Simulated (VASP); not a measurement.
Set up this calculation in VASP 6.6.1, as the native input.

| Property | Result |
| --- | --- |
| Task | single point |
| Functional | PBE |
| Potentials or basis | VASP PAW PBE potentials, release 64 (Bi_d) |
| Cutoff | 520 eV |
| k mesh | 13 × 13 × 13 |
| Occupations | fermi-dirac, width 0.05 eV |
| Spin | no spin polarisation |
| Dipole correction | no |
| Further INCAR settings | ALGO = Normal; EDIFF = 1e-06; NBANDS = 14 |

The structure of Bi lies in POSCAR:

```
Bi
1.0
    0.0000000000      2.5237007580      2.5237007580
    2.5237007580      0.0000000000      2.5237007580
    2.5237007580      2.5237007580      0.0000000000
Bi
1
Direct
    0.0000000000      0.0000000000      0.0000000000
```

One way to write it, as run:

INCAR

```
PREC = Accurate
ENCUT = 520
EDIFF = 1E-6
ISMEAR = -1
SIGMA = 0.05
LREAL = False
LASPH = True
NELM = 60
ALGO = Normal
ISIF = 2
LWAVE = False
LCHARG = False
GGA = PE
NBANDS = 14
```

KPOINTS

```
Automatic mesh
0
Gamma
  13 13 13
```

Potentials or basis: VASP PAW PBE potentials, release 64 (Bi_d).

Run with:

```bash
$ cat potpaw_PBE.64/Bi_d/POTCAR > POTCAR
$ mpirun -np 1 vasp_std > vasp.out
```

It gave:

| Property | Result |
| --- | --- |
| Pressure | -0.6 GPa |

It took 16 s on 1 thread of Intel Xeon 6975P-C, with other jobs on the host, peak memory 0.17 GiB.
